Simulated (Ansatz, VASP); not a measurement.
# Two plane-wave programs on MoS2

POSCAR

```
MoS2
1.0
    3.1690000000      0.0000000000      0.0000000000
   -1.5845000000      2.7444345046      0.0000000000
    0.0000000000      0.0000000000     12.3240000000
Mo S
2 4
Direct
    0.6666666667      0.3333333333      0.7500000000
    0.3333333333      0.6666666667      0.2500000000
    0.6666666667      0.3333333333      0.3770000000
    0.3333333333      0.6666666667      0.8770000000
    0.6666666667      0.3333333333      0.1230000000
    0.3333333333      0.6666666667      0.6230000000
```

INCAR.step1

```
SYSTEM = MoS2
  PREC = Accurate
  ENCUT = 520
  ISMEAR = -1
  SIGMA = 0.05
  LREAL = .FALSE.
  LASPH = .TRUE.
  NELM = 80
  NBANDS = 35
  GGA = PE
  ALGO = Normal
  EDIFF = 1E-4
  LWAVE = .TRUE.
  LCHARG = .FALSE.
```

File INCAR.step2:

```
SYSTEM = MoS2
  PREC = Accurate
  ENCUT = 520
  EDIFF = 1E-7
  ISMEAR = -1
  SIGMA = 0.05
  LREAL = .FALSE.
  LASPH = .TRUE.
  NELM = 80
  ALGO = Normal
  ISIF = 2
  LWAVE = .FALSE.
  LCHARG = .FALSE.
  METAGGA = R2SCAN
  LMIXTAU = .TRUE.
  NBANDS = 35
  ISTART = 1
```

KPOINTS

```
regular mesh
0
G
  10 10 3
  0 0 0
```

The input input.yaml:

```yaml
crystal:
  lattice:
    - [3.169, 0.0, 0.0]
    - [-1.5845, 2.7444345046, 0.0]
    - [0.0, 0.0, 12.324]
  atoms:
    - { symbol: Mo, position: [0.6666666667, 0.3333333333, 0.75] }
    - { symbol: Mo, position: [0.3333333333, 0.6666666667, 0.25] }
    - { symbol: S, position: [0.6666666667, 0.3333333333, 0.377] }
    - { symbol: S, position: [0.3333333333, 0.6666666667, 0.877] }
    - { symbol: S, position: [0.6666666667, 0.3333333333, 0.123] }
    - { symbol: S, position: [0.3333333333, 0.6666666667, 0.623] }
hamiltonian:
  xc: r2scan
  pseudopotentials: { kind: paw }
kpoints:
  mp_grid: { grid: [10, 10, 3] }
  band_path:
    path:
      - [[0.0, 0.0, 0.0], [0.5, 0.0, 0.0], [0.3333333333, 0.3333333333, 0.0], [0.0, 0.0, 0.0], [0.0, 0.0, 0.5], [0.5, 0.0, 0.5], [0.3333333333, 0.3333333333, 0.5], [0.0, 0.0, 0.5]]
      - [[0.5, 0.0, 0.5], [0.5, 0.0, 0.0]]
      - [[0.3333333333, 0.3333333333, 0.0], [0.3333333333, 0.3333333333, 0.5]]
    npoints: 14
scf:
  occupations: { method: fermi_dirac, width: 0.05 }
  n_extra_bands: 15
output:
  forces: true
  stress: true
  eigenvalues: true
  fatbands: false
```

Alike in both runs: functional r2SCAN; k mesh 10 × 10 × 3; occupations fermi-dirac, width 0.05 eV; no spin polarisation.

|  | VASP | Ansatz |
| --- | --- | --- |
| version | VASP 6.6.1 | Ansatz 0.2.0 |
| potentials or method | VASP PAW PBE potentials, release 64 (Mo_sv, S) | Ansatz PAW |
| plane-wave cutoff (eV) | 520 | 500 |
| valence electrons in the cell | 52 | 52 |
| task | single point | band structure |

Ansatz gave:

| Quantity | Value |
| --- | --- |
| gap on the k mesh at the Fermi level (eV) | 1.03 |
| least direct gap on the mesh (eV) | 1.98 |
| pressure (GPa) | 0.8 |
| traceless stress, the component that is largest in VASP (GPa) | -0.80 |
| rms of the force components (eV/Å) | 0.115 |

**Question.** Estimate VASP's values.

**Answer.** gap on the k mesh at the Fermi level (eV): 1.04; least direct gap on the mesh (eV): 1.99; pressure (GPa): 0.8; traceless stress, the component that is largest in VASP (GPa): -0.85; rms of the force components (eV/Å): 0.113.

VASP's potentials were made for PBE, not for r2SCAN. Atom by atom the forces differ by 0.002 eV/Å (rms over components).
